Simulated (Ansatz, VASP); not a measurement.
**Ga in VASP and in Ansatz**

```
Ga
1.0
     2.71648    0.00000    0.00000
     0.00000    2.71648    0.00000
     0.00000    0.00000    2.71648
Ga
1
Direct
  0.00000 0.00000 0.00000
```

Alike in both runs: task relaxation of cell and atoms; functional PBE; dispersion D3(BJ); k mesh 10 × 10 × 10; occupations fermi-dirac, width 0.05 eV; no spin polarisation.

|  | VASP | Ansatz |
| --- | --- | --- |
| version | VASP 6.6.1 | Ansatz 0.2.0 |
| potentials or method | VASP PAW PBE potentials, release 64 (Ga_d) | Ansatz PAW |
| plane-wave cutoff (eV) | 600 | 420 |
| valence electrons in the cell | 13 | 13 |

VASP gave:

- gap on the k mesh at the Fermi level, each at its own relaxed structure (eV): none
- relaxed volume (Å³/atom): 19.05
- relaxed cell length with the largest relative difference (Å): 2.671

Problem. Estimate Ansatz's values.

Solution. gap on the k mesh at the Fermi level, each at its own relaxed structure (eV): none; relaxed volume (Å³/atom): 19.04; relaxed cell length with the largest relative difference (Å): 2.670.

A gap of «none» marks a metal or a gap that the smearing closes.

Noted on Ansatz's run: the plane-wave basis is chosen anew once the cell has moved, so the energies of steps on either side of that aren't comparable.
